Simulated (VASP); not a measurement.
Write the native input for VASP 6.6.1 that does the following.

* Task: single point
* Functional: PBE
* Potentials or basis: VASP PAW PBE potentials, release 64 (Ta_pv, N)
* Cutoff: 520 eV
* k mesh: 20 × 20 × 20
* Occupations: gaussian, width 0.15 eV
* Spin: no spin polarisation
* Dipole correction: no
* Further INCAR settings: ALGO = Normal; EDIFF = 1e-06; NBANDS = 15

The structure of TaN lies in POSCAR:

```
TaN
1.0
    1.1529822974      2.8824557435      2.8824557435
    2.8824557435      1.1529822974      2.8824557435
    2.8824557435      2.8824557435      1.1529822974
Ta N
1 1
Direct
    0.5000000000      0.5000000000      0.5000000000
    0.0000000000      0.0000000000      0.0000000000
```

This cell differs from its parent crystal: ratio of the length along [111] to the lengths across it x 2.0, volume and fractional coordinates fixed.

These files were run (other wordings do the same):

INCAR

```
SYSTEM = TaN
PREC = Accurate
ENCUT = 520
EDIFF = 1E-6
ISMEAR = 0
SIGMA = 0.15
LREAL = .False.
LASPH = .True.
NELM = 80
ALGO = Normal
ISIF = 2
LWAVE = .False.
LCHARG = .True.
GGA = PE
LELF = .True.
LVHAR = .True.
NBANDS = 15
```

KPOINTS

```
Automatic mesh
0
Gamma
  20 20 20
  0 0 0
```

Potentials or basis: VASP PAW PBE potentials, release 64 (Ta_pv, N).

Command:

```bash
$ cat potpaw_PBE.64/Ta_pv/POTCAR potpaw_PBE.64/N/POTCAR > POTCAR
$ mpirun -np 1 vasp_std > vasp.out
```

Results of the run:

The pressure is 61.4 GPa and the band gap on the k mesh is zero (band 8 reaches 8.73 eV, above the bottom of band 9 at 6.87 eV).

Caveat: spin-orbit coupling is left out, which moves the levels of the heavy elements.

Wall time 3.9 min on 1 thread of AMD EPYC 9R45 (Zen 5), with other jobs on the host, peak memory 0.35 GiB.
